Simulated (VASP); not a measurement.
Wanted: the native input for a VASP 6.6.1 run.

| Quantity | Value |
| --- | --- |
| Task | single point |
| Functional | PBE |
| Potentials or basis | VASP PAW PBE potentials, release 64 (Ti_sv, C) |
| Cutoff | 520 eV |
| k mesh | 16 × 16 × 16 |
| Occupations | fermi-dirac, width 0.03 eV |
| Spin | no spin polarisation |
| Dipole correction | no |
| Further INCAR settings | ALGO = Normal; EDIFF = 1e-06; NBANDS = 15 |

The structure of TiC lies in POSCAR:

```
TiC
1.0
    0.0000000000      2.1202001280      2.1202001280
    2.1202001280      0.0000000000      2.1202001280
    2.1202001280      2.1202001280      0.0000000000
Ti C
1 1
Direct
    0.0000000000      0.0000000000      0.0000000000
    0.5000000000      0.5000000000      0.5000000000
```

This cell differs from its parent crystal: volume scaled by 0.9405.

The input as run:

INCAR

```
SYSTEM = TiC
PREC = Accurate
ENCUT = 520
EDIFF = 1E-6
ISMEAR = -1
SIGMA = 0.03
LREAL = .FALSE.
LASPH = .TRUE.
NELM = 60
ALGO = Normal
ISIF = 2
LWAVE = .FALSE.
LCHARG = .FALSE.
GGA = PE
NBANDS = 15
```

KPOINTS

```
Automatic mesh
0
G
  16 16 16
  0 0 0
```

Potentials or basis: VASP PAW PBE potentials, release 64 (Ti_sv, C).

The run is started by

```sh
$ cat potpaw_PBE.64/Ti_sv/POTCAR potpaw_PBE.64/C/POTCAR > POTCAR
$ mpirun -np 1 vasp_std > vasp.out
```

It gave:

| Property | Result |
| --- | --- |
| Pressure | 18.7 GPa |
| Band gap on the k mesh | zero (band 8 reaches 10.89 eV, above the bottom of band 9 at 9.76 eV) |

It took 29 s on 1 thread of Intel(R) Xeon(R) Platinum 8259CL CPU @ 2.50GHz (Skylake/Cascade Lake), on a shared host, peak memory 0.17 GiB.
